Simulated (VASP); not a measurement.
Input of a VASP 6.6.1 run:

The input INCAR:

```
  PREC = Accurate
  ENCUT = 600
  EDIFF = 1E-6
  ISMEAR = 0
  SIGMA = 0.1
  LREAL = F
  LASPH = T
  NELM = 120
  ALGO = Normal
  ISIF = 2
  LWAVE = F
  LCHARG = F
  GGA = PE
  NBANDS = 36
  GGA_COMPAT = F
```

The input KPOINTS:

```
regular mesh
0
Gamma
  8 8 14
```

File POSCAR:

```
MnF2
1.0
    4.8789824191      0.0000000000      0.0000000000
    0.0000000000      4.8789824191      0.0000000000
    0.0000000000      0.0000000000      2.7058293687
Mn F
2 4
Direct
    0.0000000000      0.0000000000      0.0000000000
    0.5000000000      0.5000000000      0.5000000000
    0.2877468823      0.2877468823      0.0000000000
    0.2122531177      0.7877468823      0.5000000000
    0.7122531177      0.7122531177      0.0000000000
    0.7877468823      0.2122531177      0.5000000000
```

Potentials or basis: VASP PAW PBE potentials, release 64 (Mn_pv, F).

The run is started by

```console
$ cat potpaw_PBE.64/Mn_pv/POTCAR potpaw_PBE.64/F/POTCAR > POTCAR
$ mpirun -np 1 vasp_std > vasp.out
```

Question: Predict the largest force.

Answer: 0.025 eV/Å.

Question: What does it give for the pressure?

Answer: 0.4 GPa.

Question: Estimate the band gap on the k mesh.

Answer: Zero (band 27 reaches 5.71 eV, above the bottom of band 28 at 4.98 eV).

Stress tensor (GPa, compression positive):
```
0.27 0.00 0.00
0.00 0.27 0.00
0.00 0.00 0.54
```

Caveat: the run has no spin polarisation, though such a crystal can be magnetic; semilocal functionals often make such compounds metallic where correlation or magnetic order opens a gap, which also shifts bond lengths. Spin polarisation is off, so any magnetic state and its effect on volume and gap are missing.
